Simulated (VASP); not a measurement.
# Sb (Im-3m) in VASP: notebook, part 2 of 2

VASP 6.6.1. The steps go on from the part before.

## Step 3: Relaxation of cell and atoms, r2SCAN

This run uses another cell than the first one, of 26.21 Å³/atom, 0.973 times its volume.

File POSCAR:

```
Sb
1.0
   -1.8713408863      1.8713408863      1.8713408863
    1.8713408863     -1.8713408863      1.8713408863
    1.8713408863      1.8713408863     -1.8713408863
Sb
1
Direct
    0.0000000000      0.0000000000      0.0000000000
```

File INCAR.step1:

```
  PREC = Accurate
  ENCUT = 600
  ISMEAR = 0
  SIGMA = 0.1
  LREAL = F
  LASPH = T
  NELM = 80
  GGA = PE
  ALGO = Normal
  EDIFF = 1E-4
  LWAVE = T
  LCHARG = F
```

File INCAR.step2:

```
  PREC = Accurate
  ENCUT = 600
  EDIFF = 1E-6
  ISMEAR = 0
  SIGMA = 0.1
  LREAL = F
  LASPH = T
  NELM = 80
  ALGO = Normal
  ISIF = 3
  LWAVE = F
  LCHARG = F
  METAGGA = R2SCAN
  LMIXTAU = T
  IBRION = 2
  NSW = 100
  EDIFFG = -0.01
  ISTART = 1
```

File KPOINTS:

```
Automatic mesh
0
Gamma
  20 20 20
```

Potentials or basis: VASP PAW PBE potentials, release 64 (Sb).

Launch:

```bash
$ cat potpaw_PBE.64/Sb/POTCAR > POTCAR
$ cp INCAR.step1 INCAR
$ mpirun -np 1 vasp_std > vasp.out
$ cp INCAR.step2 INCAR
$ mpirun -np 1 vasp_std > vasp.out
```

OUTCAR:

```text
PREC = Accurate
   ENCUT = 600
   EDIFF = 1E-6
   ISMEAR = 0
   LREAL = F
   LASPH = T
   NELM = 80
   ISIF = 3
   METAGGA = R2SCAN
   IBRION = 2
   NSW = 100
   EDIFFG = -0.01
   ISTART = 1

 ion  position               nearest neighbor table
   1  0.000  0.000  0.000-

  LATTYP: Found a body centered cubic cell.
 ALAT       =     3.7426817726

  Lattice vectors:

 A1 = (  -1.8713408863,   1.8713408863,   1.8713408863)
 A2 = (   1.8713408863,  -1.8713408863,   1.8713408863)
 A3 = (   1.8713408863,   1.8713408863,  -1.8713408863)

Analysis of symmetry for initial positions (statically):
=====================================================================
 Subroutine PRICEL returns:
 Original cell was already a primitive cell.

 Routine SETGRP: Setting up the symmetry group for a
 body centered cubic supercell.

 Subroutine GETGRP returns: Found 48 space group operations
 (whereof 48 operations were pure point group operations)
 out of a pool of 48 trial point group operations.

The static configuration has the point symmetry O_h .

Analysis of symmetry for dynamics (positions and initial velocities):
=====================================================================
 Subroutine PRICEL returns:
 Original cell was already a primitive cell.

 Routine SETGRP: Setting up the symmetry group for a
 body centered cubic supercell.

 Subroutine GETGRP returns: Found 48 space group operations
 (whereof 48 operations were pure point group operations)
 out of a pool of 48 trial point group operations.

The dynamic configuration has the point symmetry O_h .

 Subroutine INISYM returns: Found 48 space group operations
 (whereof 48 operations are pure point group operations),
 and found     1 'primitive' translations

----------------------------------------------------------------------------------------

                                     Primitive cell
[... 121 lines left out ...]
 non-spin polarized calculation
 Gauss-broadening in eV      SIGMA  =   0.10
  energy-cutoff  :      600.00
  volume of cell :       26.21
 maximum number of plane-waves:       911
 NGX is ok and might be reduce to    28
   NGX = 13   NGY = 13   NGZ = 13

--------------------------------------- Ionic step        1  -------------------------------------------

 number of electron       5.0000000 magnetization

 Free energy of the ion-electron system (eV)
  ---------------------------------------------------
  ext. energy  EPLUGINS =         0.00000000
  ---------------------------------------------------
  free energy    TOTEN  =       -25.34539871 eV

  energy without entropy =      -25.34206716  energy(sigma->0) =      -25.34373293

------------------------ aborting loop because EDIFF is reached ----------------------------------------

  FORCE on cell =-STRESS in cart. coord.  units (eV):
  Direction    XX          YY          ZZ          XY          YZ          ZX
  --------------------------------------------------------------------------------------
  -------------------------------------------------------------------------------------
  Total        0.2806005      0.2806005      0.2806005     -0.0000000     -0.0000000      0.0000000
  in kB       17.1506417     17.1506417     17.1506417     -0.0000000     -0.0000000      0.0000000
  external PRESSURE =      17.1506417 kB  Pullay stress =       0.0000000 kB
[... 57 lines left out ...]
--------------------------------------- Ionic step        3  -------------------------------------------

 number of electron       5.0000000 magnetization

 Free energy of the ion-electron system (eV)
  ---------------------------------------------------
  ext. energy  EPLUGINS =         0.00000000
  ---------------------------------------------------
  free energy    TOTEN  =       -25.34890978 eV

  energy without entropy =      -25.34543234  energy(sigma->0) =      -25.34717106

 E-fermi :   8.3984     XC(G=0): -10.7825

 val. band max:        8.3956020617   @ k =   0.2500   0.1500   0.0500
 cond. band min:       8.4250449972   @ k =  -0.4500   0.4500   0.3000
 fundamental gap:      0.0294429355
 Fermi energy:         8.3983550462

 k-point     1 :       0.0000    0.0000    0.0000
  band No.  band energies     occupation
      1      -5.0678      2.00000
      2      14.1864      0.00000
      3      14.1864      0.00000
      4      14.1864      0.00000
      5      19.3604      0.00000
      6      19.3604      0.00000
[... 199 lines left out ...]
 k-point    24 :       0.2500    0.1000    0.0000
  band No.  band energies     occupation
      1      -2.9508      2.00000
      2       6.6091      2.00000
      3      10.1346      0.00000
      4      12.2977      0.00000
      5      16.5872      0.00000
      6      17.7780      0.00000

 [... further k-points ...]

------------------------ aborting loop because EDIFF is reached ----------------------------------------

  FORCE on cell =-STRESS in cart. coord.  units (eV):
  Direction    XX          YY          ZZ          XY          YZ          ZX
  --------------------------------------------------------------------------------------
  -------------------------------------------------------------------------------------
  Total        0.0020896      0.0020896      0.0020896     -0.0000000      0.0000000     -0.0000000
  in kB        0.1244883      0.1244883      0.1244883     -0.0000000      0.0000000     -0.0000000
  external PRESSURE =       0.1244883 kB  Pullay stress =       0.0000000 kB
[... 16 lines left out ...]
  FREE ENERGIE OF THE ION-ELECTRON SYSTEM (eV)
  ---------------------------------------------------
  free  energy   TOTEN  =       -25.3489097792 eV

  energy  without entropy=      -25.3454323372  energy(sigma->0) =      -25.34717106

 reached required accuracy - stopping structural energy minimisation
```

Wall time 3.1 min (1 thread of Intel Xeon 6975P-C (Granite Rapids), shared host); peak memory 0.21 GiB.

Results:

- Free energy: -25.3489 eV
- Relaxed volume: 26.89 Å³/atom
- Relaxed cell: a = 3.269 Å, b = 3.269 Å, c = 3.269 Å, α = 109.47°, β = 109.47°, γ = 109.47°
- Space group after relaxing (to 0.05 Å): Im-3m (No. 229)
- Energy gained by relaxing: 3.5 meV/atom
- Ionic steps: 3
- Pressure after relaxing: 0.0 GPa

Step by step:
| step | energy change (eV) | largest force (eV/Å) | pressure (GPa) | volume (Å³) |
| --- | --- | --- | --- | --- |
| 1 | 0.0000 | 0.0000 | 1.72 | 26.21 |
| 2 | -0.0024 | 0.0000 | -0.99 | 27.29 |
| 3 | -0.0035 | 0.0000 | 0.01 | 26.89 |

Final structure:
```yaml
crystal:
  lattice:
    - [-1.88738, 1.88738, 1.88738]
    - [1.88738, -1.88738, 1.88738]
    - [1.88738, 1.88738, -1.88738]
  atoms:
    - { symbol: Sb, position: [0.00000, 0.00000, 0.00000] }
```

Caveat: the PAW data sets were made with another functional, which shifts forces and pressure a little; spin-orbit coupling is left out, which moves the levels of the heavy elements.
